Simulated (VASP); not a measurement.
A run of VASP 6.6.1 is set up as follows.

Contents of INCAR:

```
SYSTEM = SnO2
PREC = Accurate
ENCUT = 520
EDIFF = 1E-7
ISMEAR = 0
SIGMA = 0.02
LREAL = .FALSE.
LASPH = .TRUE.
NELM = 100
ALGO = Normal
ISIF = 2
LWAVE = .FALSE.
LCHARG = .FALSE.
GGA = PE
NBANDS = 20
```

Contents of KPOINTS:

```
Automatic mesh
0
G
  12 12 6
  0 0 0
```

The input POSCAR:

```
SnO2
1.0
    3.2281948636      0.0000000000      0.0000000000
   -1.6140974318      2.7956987602      0.0000000000
    0.0000000000      0.0000000000      5.4691614259
Sn O
1 2
Direct
    0.0000000000      0.0000000000      0.0000000000
    0.3333333333      0.6666666667      0.1849386307
    0.6666666667      0.3333333333      0.8150613693
```

Potentials or basis: VASP PAW PBE potentials, release 64 (Sn_d, O).

The run is started by

```console
$ cat potpaw_PBE.64/Sn_d/POTCAR potpaw_PBE.64/O/POTCAR > POTCAR
$ mpirun -np 1 vasp_std > vasp.out
```

**Question.** Predict the largest force.

**Answer.** 0.050 eV/Å.

**Question.** Predict the band gap on the k mesh.

**Answer.** 2.27 eV, indirect (least direct gap 2.60 eV).

**Question.** Predict the pressure.

**Answer.** 0.5 GPa.

Forces on the atoms (eV/Å):
```
Sn   0.000  0.000  0.000
O    0.000  0.000  0.050
O    0.000  0.000 -0.050
```

Caveat: spin-orbit coupling is left out, which moves the levels of the heavy elements. A k mesh can miss the band edges.
